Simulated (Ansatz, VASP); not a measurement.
## One calculation of CuO, two programs

Contents of INCAR:

```
PREC = Accurate ; ENCUT = 520
EDIFF = 1E-6 ; ISMEAR = 0
SIGMA = 0.1 ; LREAL = False
LASPH = True ; NELM = 80
ALGO = Normal ; ISIF = 2
LWAVE = False ; LCHARG = False
GGA = PS ; NBANDS = 25
```

File KPOINTS:

```
regular mesh
0
Gamma
  12 12 8
```

The input POSCAR:

```
CuO
1.0
    1.9909680000     -2.1535500000      0.0000000000
    1.9909680000      2.1535500000      0.0000000000
    0.0000000000      0.0000000000      5.1559280000
Cu O
2 2
Direct
    0.0000000000      0.5000000000      0.0000000000
    0.5000000000      0.0000000000      0.5000000000
    0.5000000000      0.5000000000      0.2500000000
    0.5000000000      0.5000000000      0.7500000000
```

Input for Ansatz:

```yaml
crystal:
  lattice:
    - [1.990968, -2.15355, 0.0]
    - [1.990968, 2.15355, 0.0]
    - [0.0, 0.0, 5.155928]
  atoms:
    - { symbol: Cu, position: [0.0, 0.5, 0.0] }
    - { symbol: Cu, position: [0.5, 0.0, 0.5] }
    - { symbol: O, position: [0.5, 0.5, 0.25] }
    - { symbol: O, position: [0.5, 0.5, 0.75] }
basis:
  ecutwfc: 420
kpoints:
  mp_grid: { grid: [12, 12, 8] }
hamiltonian:
  xc: pbesol
scf:
  occupations: { method: gaussian, width: 0.1 }
output:
  forces: true
  stress: true
  eigenvalues: true
```

Alike in both runs: task single point; functional PBEsol; k mesh 12 × 12 × 8; occupations gaussian, width 0.1 eV; no spin polarisation.

|  | VASP | Ansatz |
| --- | --- | --- |
| version | VASP 6.6.1 | Ansatz 0.2.0 |
| potentials or method | VASP PAW PBE potentials, release 64 (Cu, O), cutoff 520 eV | scalar-relativistic, plane waves, PAW |
| valence electrons in the cell | 34 | 50 |

```tsv
	VASP	Ansatz	Ansatz less VASP
gap on the k mesh at the Fermi level (eV)	none	none	-
pressure (GPa)	-5.4	-6.1	-0.63
traceless stress, the component that is largest in VASP (GPa)	1.34	1.55	+0.214
```

VASP's potentials were made for PBE, not for PBEsol. A gap of «none» marks a metal or a gap that the smearing closes. VASP's potentials hold 34 valence electrons a cell and Ansatz's 50, so a difference there can come from the potentials and not from the codes.
